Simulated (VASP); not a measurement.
## Ta3TiGe8: single point with PBE

Ta3TiGe8:

```
CELL_PARAMETERS angstrom
-5.05850 0.00000 0.00000
2.52925 -4.38537 0.00000
0.00000 0.00000 8.88141
ATOMIC_POSITIONS crystal
Ti 0.50000 0.00000 0.00000
Ta 0.50000 0.50000 0.74941
Ta 0.00000 0.50000 0.25059
Ta 0.00000 0.00000 0.50000
Ge 0.34071 0.17462 0.24788
Ge 0.83391 0.17462 0.75212
Ge 0.65929 0.82538 0.24788
Ge 0.16609 0.82538 0.75212
Ge 0.66080 0.32160 0.50000
Ge 0.15902 0.31804 0.00000
Ge 0.33920 0.67840 0.50000
Ge 0.84098 0.68196 0.00000
```

```yaml
Program: VASP 6.6.1
Task: single point
Functional: PBE
Potentials_or_basis: VASP PAW PBE potentials, release 64 (Ti_sv, Ta_pv, Ge_d)
Cutoff: 520 eV
k_mesh: 6 × 6 × 4
Occupations: gaussian, width 0.2 eV
Spin: no spin polarisation
```

```
Pressure               : 0.1 GPa
Largest force          : 0.010 eV/Å
Band gap on the k mesh : zero (an odd number of electrons rules out a gap without spin polarisation)
```

Forces on the atoms (eV/Å):
```
Ti   0.000  0.000  0.000
Ta   0.000  0.000  0.001
Ta   0.000  0.000 -0.001
Ta   0.000  0.000  0.000
Ge  -0.002  0.009  0.004
Ge   0.002  0.009 -0.004
Ge   0.002 -0.009  0.004
Ge  -0.002 -0.009 -0.004
Ge   0.000 -0.004  0.000
Ge   0.000 -0.009  0.000
Ge   0.000  0.004  0.000
Ge   0.000  0.009  0.000
```

Levels at points of the mesh, in eV from the Fermi level:
```
           k point  band 77  band 78  band 79  band 80  band 81  band 82
(0.00, 0.00, 0.00)    -1.69    -1.51     0.22     0.22     1.51     1.91
(0.50, 0.00, 0.00)    -0.69    -0.35    -0.21     0.58     0.59     0.75
(0.00, 0.50, 0.00)    -1.23     0.24     0.31     0.50     0.54     1.30
(0.00, 0.00, 0.50)    -1.76    -1.69    -1.69     0.97     1.04     2.10
(0.50, 0.00, 0.50)    -0.43     0.09     0.11     0.80     0.85     0.88
(0.00, 0.50, 0.50)    -1.39     0.38     0.44     0.44     0.51     1.62
```

Run time: 10 min on 1 thread of Intel(R) Xeon(R) 6975P-C (Granite Rapids), on a shared host, peak memory 0.68 GiB.

Caveat: spin-orbit coupling is left out, which moves the levels of the heavy elements; an odd number of electrons without spin polarisation forces a metal; a magnetic or distorted state may lie lower.
